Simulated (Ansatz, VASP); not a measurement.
**One calculation of Au, two programs**

```
Au
1.0
     0.00000    2.03652    2.03652
     2.03652    0.00000    2.03652
     2.03652    2.03652    0.00000
Au
1
Direct
  0.00000 0.00000 0.00000
```

Alike in both runs: task single point; functional PBE; k mesh 18 × 18 × 18; occupations gaussian, width 0.1 eV; no spin polarisation.

|  | VASP | Ansatz |
| --- | --- | --- |
| version | VASP 6.6.1 | Ansatz 0.2.0 |
| potentials or method | VASP PAW PBE potentials, release 64 (Au), cutoff 520 eV | scalar-relativistic, plane waves, PAW |
| valence electrons in the cell | 11 | 19 |

```csv
,VASP,Ansatz,Ansatz less VASP
gap on the k mesh at the Fermi level (eV),none,none,-
pressure (GPa),10.2,10.5,+0.32
```

A gap of «none» marks a metal or a gap that the smearing closes. VASP's potentials hold 11 valence electrons a cell and Ansatz's 19, so a difference there can come from the potentials and not from the codes.

Spin-orbit coupling is off throughout.
